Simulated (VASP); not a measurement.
Input of a VASP 6.6.1 run:

INCAR

```
PREC = Accurate ; ENCUT = 520
EDIFF = 1E-7 ; ISMEAR = 0
SIGMA = 0.02 ; LREAL = False
LASPH = True ; NELM = 60
ALGO = Normal ; ISIF = 2
LWAVE = False ; LCHARG = False
GGA = PE ; NBANDS = 24
```

KPOINTS

```
Automatic mesh
0
Gamma
  4 4 4
```

POSCAR

```
KI
1.0
    6.1405500141      0.0000000000      0.0000000000
    0.0000000000      6.1405500141      0.0000000000
    0.0000000000      0.0000000000      4.3677716058
K I
2 2
Direct
    0.0000000000      0.0000000000      0.0000000000
    0.5000000000      0.5000000000      0.0000000000
    0.5000000000      0.0000000000      0.5368272912
    0.0000000000      0.5000000000      0.4631727088
```

Potentials or basis: VASP PAW PBE potentials, release 64 (K_sv, I).

The run is started by

```bash
$ cat potpaw_PBE.64/K_sv/POTCAR potpaw_PBE.64/I/POTCAR > POTCAR
$ mpirun -np 1 vasp_std > vasp.out
```

(1) Estimate the pressure.

(2) Estimate the band gap on the k mesh.

Results:

(1) 0.0 GPa.

(2) 3.28 eV, indirect (the least direct gap lies 4.6 meV higher).

Caveat: spin-orbit coupling is left out, which moves the levels of the heavy elements.
